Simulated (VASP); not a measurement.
# GaN (rocksalt type) (Fm-3m) in VASP: notebook

The runs below take GaN (rocksalt type) through single point, with PBE.

Everything below comes from runs of VASP 6.6.1. Logs are shortened: lines on timing, memory, paths and dates and some standing lists are left out, and cuts for length are marked.

## (1) The cell of the first run

The structure is cubic, space group Fm-3m (No. 225). The conventional cell has a = 3.826 Å, b = 3.826 Å, c = 3.826 Å, α = 90.00°, β = 90.00°, γ = 90.00°. Ga (site symmetry m-3m) has 6 N at 1.91 Å within 2.5 Å. N (site symmetry m-3m) has 6 Ga at 1.91 Å within 2.5 Å.

## (2) Single point, PBE (volume scaled by 0.72)

INCAR reads:

```
SYSTEM = GaN
ALGO = Normal
EDIFF = 1E-6
ENCUT = 520
GGA = PE
ISIF = 2
ISMEAR = -1
LASPH = .True.
LCHARG = .True.
LELF = .True.
LREAL = .False.
LVHAR = .True.
LWAVE = .False.
NBANDS = 16
NELM = 80
PREC = Accurate
SIGMA = 0.1
```

KPOINTS reads:

```
k-points
0
Gamma
  15 15 15
  0 0 0
```

POSCAR reads:

```
GaN
1.0
    0.0000000000      1.9129552495      1.9129552495
    1.9129552495      0.0000000000      1.9129552495
    1.9129552495      1.9129552495      0.0000000000
Ga N
1 1
Direct
    0.0000000000      0.0000000000      0.0000000000
    0.5000000000      0.5000000000      0.5000000000
```

Potentials or basis: VASP PAW PBE potentials, release 64 (Ga_d, N).

The run is started by

```sh
> cat potpaw_PBE.64/Ga_d/POTCAR potpaw_PBE.64/N/POTCAR > POTCAR
> mpirun -np 1 vasp_std > vasp.out
```

OUTCAR:

```text
SYSTEM = GaN
   EDIFF = 1E-6
   ENCUT = 520
   GGA = PE
   ISIF = 2
   ISMEAR = -1
   LASPH = .True.
   LREAL = .False.
   NELM = 80
   PREC = Accurate

 ion  position               nearest neighbor table
   1  0.000  0.000  0.000-   2 1.91   2 1.91   2 1.91   2 1.91   2 1.91   2 1.91
   2  0.500  0.500  0.500-   1 1.91   1 1.91   1 1.91   1 1.91   1 1.91   1 1.91

  LATTYP: Found a face centered cubic cell.
 ALAT       =     3.8259104990

  Lattice vectors:

 A1 = (   0.0000000000,   1.9129552495,   1.9129552495)
 A2 = (   1.9129552495,   0.0000000000,   1.9129552495)
 A3 = (   1.9129552495,   1.9129552495,   0.0000000000)

Analysis of symmetry for initial positions (statically):
=====================================================================
 Subroutine PRICEL returns:
 Original cell was already a primitive cell.

 Routine SETGRP: Setting up the symmetry group for a
 face centered cubic supercell.

 Subroutine GETGRP returns: Found 48 space group operations
 (whereof 48 operations were pure point group operations)
 out of a pool of 48 trial point group operations.

The static configuration has the point symmetry O_h .

Analysis of symmetry for dynamics (positions and initial velocities):
=====================================================================
 Subroutine PRICEL returns:
 Original cell was already a primitive cell.

 Routine SETGRP: Setting up the symmetry group for a
 face centered cubic supercell.

 Subroutine GETGRP returns: Found 48 space group operations
 (whereof 48 operations were pure point group operations)
 out of a pool of 48 trial point group operations.

The dynamic configuration has the point symmetry O_h .

 Subroutine INISYM returns: Found 48 space group operations
 (whereof 48 operations are pure point group operations),
 and found     1 'primitive' translations

----------------------------------------------------------------------------------------

                                     Primitive cell

  volume of cell :      14.0005

  direct lattice vectors                    reciprocal lattice vectors
     0.000000000  1.912955249  1.912955249    -0.261375691  0.261375691  0.261375691
     1.912955249  0.000000000  1.912955249     0.261375691 -0.261375691  0.261375691
     1.912955249  1.912955249  0.000000000     0.261375691  0.261375691 -0.261375691

  length of vectors
     2.705327258  2.705327258  2.705327258     0.452715977  0.452715977  0.452715977

  position of ions in fractional coordinates (direct lattice)
     0.000000000  0.000000000  0.000000000
     0.500000000  0.500000000  0.500000000

  ion indices of the primitive-cell ions
   primitive index   ion index
                 1           1
                 2           2

----------------------------------------------------------------------------------------

 KPOINTS: k-points

Automatic generation of k-mesh.
 Grid dimensions read from file:
 generate k-points for:   15   15   15

 Generating k-lattice:

  Cartesian coordinates                     Fractional coordinates (reciprocal lattice)
    -0.017425046  0.017425046  0.017425046     0.066666667  0.000000000  0.000000000
     0.017425046 -0.017425046  0.017425046     0.000000000  0.066666667  0.000000000
     0.017425046  0.017425046 -0.017425046     0.000000000  0.000000000  0.066666667

  Length of vectors
     0.030181065  0.030181065  0.030181065

  Shift w.r.t. Gamma in fractional coordinates (k-lattice)
     0.000000000  0.000000000  0.000000000

 Subroutine IBZKPT returns following result:
 ===========================================

 Found    120 irreducible k-points:

 Following reciprocal coordinates:
            Coordinates               Weight
  0.000000  0.000000  0.000000      1.000000
  0.066667  0.000000  0.000000      8.000000
  0.133333  0.000000  0.000000      8.000000
  0.200000  0.000000  0.000000      8.000000
  0.266667  0.000000  0.000000      8.000000
  0.333333  0.000000  0.000000      8.000000
[... 16 lines left out ...]
  0.133333  0.133333  0.000000      6.000000
  0.200000  0.133333  0.000000     24.000000
 [... further k-points ...]
   k-points           NKPTS =    120   k-points in BZ     NKDIM =    120   number of bands    NBANDS=     16
   number of dos      NEDOS =    301   number of ions     NIONS =      2
   total plane-waves  NPLWV =   8000
   dimension x,y,z NGX =    20 NGY =   20 NGZ =   20
   dimension x,y,z NGXF=    40 NGYF=   40 NGZF=   40
   ions per type =               1   1
   NGX,Y,Z   is equivalent  to a cutoff of  12.29, 12.29, 12.29 a.u.
   NGXF,Y,Z  is equivalent  to a cutoff of  24.58, 24.58, 24.58 a.u.
 SYSTEM =  GaN
   PREC   = accura    normal or accurate (medium, high low for compatibility)
   ISTART =      0    job   : 0-new  1-cont  2-samecut
   ICHARG =      2    charge: 1-file 2-atom 10-const
   ISPIN  =      1    spin polarized calculation?
   LNONCOLLINEAR =      F non collinear calculations
   LSORBIT =      F    spin-orbit coupling
   LASPH  =      T    aspherical Exc in radial PAW
   ENCUT  =  520.0 eV  38.22 Ry    6.18 a.u.   5.03  5.03  5.03*2*pi/ulx,y,z
   NELM   =     80;   NELMIN=  2; NELMDL= -5     # of ELM steps
   EDIFF  = 0.1E-05   stopping-criterion for ELM
   LREAL  =      F    real-space projection
   EDIFFG = 0.1E-04   stopping-criterion for IOM
   NSW    =      0    number of steps for IOM
   IBRION =     -1    ionic relax: 0-MD 1-quasi-New 2-CG
   NFREE  =      0    steps in history (QN), initial steepest desc. (CG)
   ISIF   =      2    stress and relaxation
   ISYM   =      2    0-nonsym 1-usesym 2-fastsym
   POTIM  = 0.5000    time-step for ionic-motion
   TEBEG  =    0.0;   TEEND  =   0.0 temperature during run
   PSTRESS=    0.0 pullay stress
   NELECT =      18.0000    total number of electrons
   NUPDOWN=      -1.0000    fix difference up-down
   EMIN   =  10.00;   EMAX   =-10.00  energy-range for DOS
   EFERMI =   0.00;   METHOD = LEGACY
   ISMEAR =    -1;   SIGMA  =   0.10  broadening in eV -4-tet -1-fermi 0-gaus
   EFERMI_NEDOS =   21; number of points for ismear=-14 and -15
   IALGO  =     38    algorithm
   IMIX   =      4    mixing-type and parameters
     AMIX     =   0.40;   BMIX     =  1.00
     AMIX_MAG =   1.60;   BMIX_MAG =  1.00
  volume/ion in A,a.u.               =       7.00        47.24
  Fermi-wavevector in a.u.,A,eV,Ry     =   1.780126  3.363951 43.114825  3.168850
  Thomas-Fermi vector in A             =   2.844981
   LORBIT       =      0    0 simple, 1 ext, 2 COOP (PROOUT), +10 PAW based schemes
   GGA     = PE    functional components
[... 5 lines left out ...]
 non-spin polarized calculation
  energy-cutoff  :      520.00
  volume of cell :       14.00
 maximum number of plane-waves:       388
   NGX =  9   NGY =  9   NGZ =  9

 number of electron      17.9999984 magnetization

 Free energy of the ion-electron system (eV)
  ---------------------------------------------------
  ext. energy  EPLUGINS =         0.00000000
  ---------------------------------------------------
  free energy    TOTEN  =        -9.34622107 eV

  energy without entropy =       -9.34622104  energy(sigma->0) =       -9.34622105

 E-fermi :  13.8012     XC(G=0): -14.8856

 val. band max:       12.2450626692   @ k =  -0.2000   0.2000   0.0000
 cond. band min:      15.0815353249   @ k =   0.4667   0.4667   0.0000
 fundamental gap:      2.8364726557
 Fermi energy:        13.8012198105

 k-point     1 :       0.0000    0.0000    0.0000
  band No.  band energies     occupation
      1      -8.5761      2.00000
      2      -1.8830      2.00000
      3      -1.8830      2.00000
      4      -1.8830      2.00000
      5      -1.6776      2.00000
      6      -1.6776      2.00000
[... 8 lines left out ...]
     15      32.9155      0.00000
     16      32.9156      0.00000

 k-point     2 :       0.0667    0.0000    0.0000
  band No.  band energies     occupation
      1      -8.4608      2.00000
      2      -1.8965      2.00000
      3      -1.8726      2.00000
      4      -1.8726      2.00000
      5      -1.6968      2.00000
      6      -1.6968      2.00000
[... 8 lines left out ...]
     15      32.2333      0.00000
     16      32.2333      0.00000

 k-point     3 :       0.1333    0.0000    0.0000
  band No.  band energies     occupation
      1      -8.1184      2.00000
      2      -1.9364      2.00000
      3      -1.8732      2.00000
      4      -1.8732      2.00000
      5      -1.7200      2.00000
      6      -1.7200      2.00000
[... 8 lines left out ...]
     15      31.6670      0.00000
     16      31.6670      0.00000

 k-point     4 :       0.2000    0.0000    0.0000
  band No.  band energies     occupation
      1      -7.5609      2.00000
      2      -2.0022      2.00000
      3      -1.9520      2.00000
      4      -1.9520      2.00000
      5      -1.6734      2.00000
      6      -1.6734      2.00000
[... 8 lines left out ...]
     15      32.1953      0.00000
     16      32.1953      0.00000

 k-point     5 :       0.2667    0.0000    0.0000
  band No.  band energies     occupation
      1      -6.8128      2.00000
      2      -2.0972      2.00000
      3      -2.0707      2.00000
      4      -2.0707      2.00000
      5      -1.5874      2.00000
      6      -1.5874      2.00000
[... 8 lines left out ...]
     15      33.4352      0.00000
     16      33.4352      0.00000

 k-point     6 :       0.3333    0.0000    0.0000
  band No.  band energies     occupation
      1      -5.9186      2.00000
      2      -2.2368      2.00000
      3      -2.1872      2.00000
      4      -2.1872      2.00000
      5      -1.4983      2.00000
      6      -1.4983      2.00000
[... 8 lines left out ...]
     15      35.1286      0.00000
     16      35.1286      0.00000

 k-point     7 :       0.4000    0.0000    0.0000
  band No.  band energies     occupation
      1      -4.9679      2.00000
      2      -2.4580      2.00000
      3      -2.2776      2.00000
      4      -2.2776      2.00000
      5      -1.4266      2.00000
      6      -1.4266      2.00000
[... 8 lines left out ...]
     15      37.1672      0.00000
     16      37.1672      0.00000

 k-point     8 :       0.4667    0.0000    0.0000
  band No.  band energies     occupation
      1      -4.1789      2.00000
      2      -2.7655      2.00000
      3      -2.3267      2.00000
      4      -2.3267      2.00000
      5      -1.3867      2.00000
      6      -1.3867      2.00000
[... 8 lines left out ...]
     15      39.4126      0.00000
     16      39.4127      0.00000

 k-point     9 :       0.0667    0.0667    0.0000
  band No.  band energies     occupation
      1      -8.4231      2.00000
      2      -1.9026      2.00000
      3      -1.8656      2.00000
      4      -1.8656      2.00000
      5      -1.7423      2.00000
      6      -1.6674      2.00000
[... 8 lines left out ...]
     15      31.6896      0.00000
     16      33.7901      0.00000
[... 172 lines left out ...]
 k-point    19 :      -0.2667    0.0667    0.0000
  band No.  band energies     occupation
      1      -6.4535      2.00000
      2      -2.1842      2.00000
      3      -2.1330      2.00000
      4      -2.0539      2.00000
      5      -1.6042      2.00000
      6      -1.4765      2.00000
[... 8 lines left out ...]
     15      32.6121      0.00000
     16      35.6088      0.00000

 k-point    20 :      -0.2000    0.0667    0.0000
  band No.  band energies     occupation
      1      -7.2423      2.00000
      2      -2.0439      2.00000
      3      -2.0107      2.00000
      4      -1.9827      2.00000
      5      -1.7011      2.00000
      6      -1.5663      2.00000
[... 8 lines left out ...]
     15      32.1610      0.00000
     16      34.2541      0.00000

 k-point    21 :      -0.1333    0.0667    0.0000
  band No.  band energies     occupation
      1      -7.8588      2.00000
      2      -1.9623      2.00000
      3      -1.9053      2.00000
      4      -1.8880      2.00000
      5      -1.7814      2.00000
      6      -1.6409      2.00000
[... 8 lines left out ...]
     15      32.1758      0.00000
     16      33.3376      0.00000

 k-point    22 :      -0.0667    0.0667    0.0000
  band No.  band energies     occupation
      1      -8.2705      2.00000
      2      -1.9179      2.00000
      3      -1.8693      2.00000
      4      -1.8518      2.00000
      5      -1.7665      2.00000
      6      -1.6776      2.00000
[... 8 lines left out ...]
     15      31.7374      0.00000
     16      32.8205      0.00000

 k-point    23 :       0.1333    0.1333    0.0000
  band No.  band energies     occupation
      1      -7.9786      2.00000
      2      -1.9583      2.00000
      3      -1.9057      2.00000
      4      -1.8128      2.00000
      5      -1.8128      2.00000
      6      -1.6384      2.00000
[... 8 lines left out ...]
     15      34.6969      0.00000
     16      35.8685      0.00000

 k-point    24 :       0.2000    0.1333    0.0000
  band No.  band energies     occupation
      1      -7.5867      2.00000
      2      -2.0172      2.00000
      3      -1.9979      2.00000
      4      -1.8017      2.00000
      5      -1.7540      2.00000
      6      -1.6090      2.00000
[... 8 lines left out ...]
     15      35.2271      0.00000
     16      36.1173      0.00000

 [... further k-points ...]

------------------------ aborting loop because EDIFF is reached ----------------------------------------

  FORCE on cell =-STRESS in cart. coord.  units (eV):
  Direction    XX          YY          ZZ          XY          YZ          ZX
  --------------------------------------------------------------------------------------
  -------------------------------------------------------------------------------------
  Total       12.7375716     12.7375716     12.7375716      0.0000000      0.0000000     -0.0000000
  in kB     1457.6484422   1457.6484422   1457.6484422      0.0000000      0.0000000     -0.0000000
  external PRESSURE =    1457.6484422 kB  Pullay stress =       0.0000000 kB

 VOLUME and BASIS-vectors are now :
 -----------------------------------------------------------------------------
  energy-cutoff  :      520.00
  volume of cell :       14.00
      direct lattice vectors                 reciprocal lattice vectors
     0.000000000  1.912955249  1.912955249    -0.261375691  0.261375691  0.261375691
     1.912955249  0.000000000  1.912955249     0.261375691 -0.261375691  0.261375691
     1.912955249  1.912955249  0.000000000     0.261375691  0.261375691 -0.261375691

 POSITION                                       TOTAL-FORCE (eV/Angst)
 -----------------------------------------------------------------------------------
      0.00000      0.00000      0.00000        -0.000000     -0.000000      0.000000
      1.91296      1.91296      1.91296         0.000000      0.000000      0.000000
 -----------------------------------------------------------------------------------
    total drift:                                0.000000     -0.000000     -0.000000

  FREE ENERGIE OF THE ION-ELECTRON SYSTEM (eV)
  ---------------------------------------------------
  free  energy   TOTEN  =        -9.3462210724 eV

  energy  without entropy=       -9.3462210360  energy(sigma->0) =       -9.34622105
```

Run time: 20 s. Hardware: 1 thread of Intel Xeon 6975P-C, shared host; peak memory 0.15 GiB.

What came out:

- Free energy: -9.3462 eV
- Pressure: 145.8 GPa
- Band gap on the k mesh: 2.84 eV, indirect (least direct gap 6.13 eV)

 A k mesh can miss the band edges.

## (3) Single point, PBE (volume scaled by 0.8)

INCAR reads:

```
SYSTEM = GaN
PREC = Accurate
ENCUT = 520
EDIFF = 1E-7
ISMEAR = -1
SIGMA = 0.1
LREAL = .FALSE.
LASPH = .TRUE.
NELM = 80
ALGO = Normal
ISIF = 2
LWAVE = .FALSE.
LCHARG = .TRUE.
GGA = PE
LELF = .TRUE.
LVHAR = .TRUE.
NBANDS = 16
```

KPOINTS reads:

```
regular mesh
0
G
  15 15 15
  0 0 0
```

POSCAR reads:

```
GaN
1.0
    0.0000000000      1.9813322445      1.9813322445
    1.9813322445      0.0000000000      1.9813322445
    1.9813322445      1.9813322445      0.0000000000
Ga N
1 1
Direct
    0.0000000000      0.0000000000      0.0000000000
    0.5000000000      0.5000000000      0.5000000000
```

Potentials or basis: VASP PAW PBE potentials, release 64 (Ga_d, N).

The run is started by

```sh
> cat potpaw_PBE.64/Ga_d/POTCAR potpaw_PBE.64/N/POTCAR > POTCAR
> mpirun -np 1 vasp_std > vasp.out
```

It took 24 s on 1 thread of Intel Xeon 6975P-C, shared host; peak memory 0.16 GiB.

The run converged. Its results:

* Free energy: -10.4127 eV
* Pressure: 78.8 GPa
* Band gap on the k mesh: 2.02 eV, indirect (least direct gap 5.47 eV)

Levels at points of the mesh, in eV from the valence-band top:
| k point | band 5 | band 6 | band 7 | band 8 | band 9 | band 10 | band 11 | band 12 | band 13 | band 14 |
| --- | --- | --- | --- | --- | --- | --- | --- | --- | --- | --- |
| (0.00, 0.00, 0.00) | -13.84 | -13.84 | -0.77 | -0.77 | -0.77 | 4.70 | 15.94 | 15.94 | 15.94 | 16.74 |
